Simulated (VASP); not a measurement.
Wanted: the native input for a VASP 6.6.1 run.

* Task: single point
* Functional: PBE
* Potentials or basis: VASP PAW PBE potentials, release 64 (Sn_d)
* Cutoff: 520 eV
* k mesh: 8 × 8 × 8
* Occupations: fermi-dirac, width 0.136057 eV
* Spin: no spin polarisation
* Dipole correction: no
* Further INCAR settings: ALGO = Normal; EDIFF = 1e-06; NBANDS = 21

The structure of Sn lies in POSCAR:

```
Sn
1.0
    0.0000000000      3.3254536099      3.3254536099
    3.3254536099      0.0000000000      3.3254536099
    3.3254536099      3.3254536099      0.0000000000
Sn
2
Direct
    0.0000000000      0.0000000000      0.0000000000
    0.2500000000      0.2500000000      0.2500000000
```

These files were run (other wordings do the same):

INCAR

```
SYSTEM = Sn
ALGO = Normal
EDIFF = 1E-6
ENCUT = 520
GGA = PE
ISIF = 2
ISMEAR = -1
LASPH = .True.
LCHARG = .True.
LELF = .True.
LREAL = .False.
LVHAR = .True.
LWAVE = .False.
NBANDS = 21
NELM = 60
PREC = Accurate
SIGMA = 0.13605693000000002
```

KPOINTS

```
k-points
0
Gamma
  8 8 8
  0 0 0
```

Potentials or basis: VASP PAW PBE potentials, release 64 (Sn_d).

Run with:

```console
$ cat potpaw_PBE.64/Sn_d/POTCAR > POTCAR
$ mpirun -np 1 vasp_std > vasp.out
```

It gave:

| Property | Result |
| --- | --- |
| Pressure | 0.1 GPa |
| Band gap on the k mesh | zero (band 14 reaches 4.98 eV, above the bottom of band 15 at 4.75 eV) |

Caveat: spin-orbit coupling is left out, which moves the levels of the heavy elements.

It took 48 s on 1 thread of Intel Xeon 8259CL (shared host), peak memory 0.21 GiB.
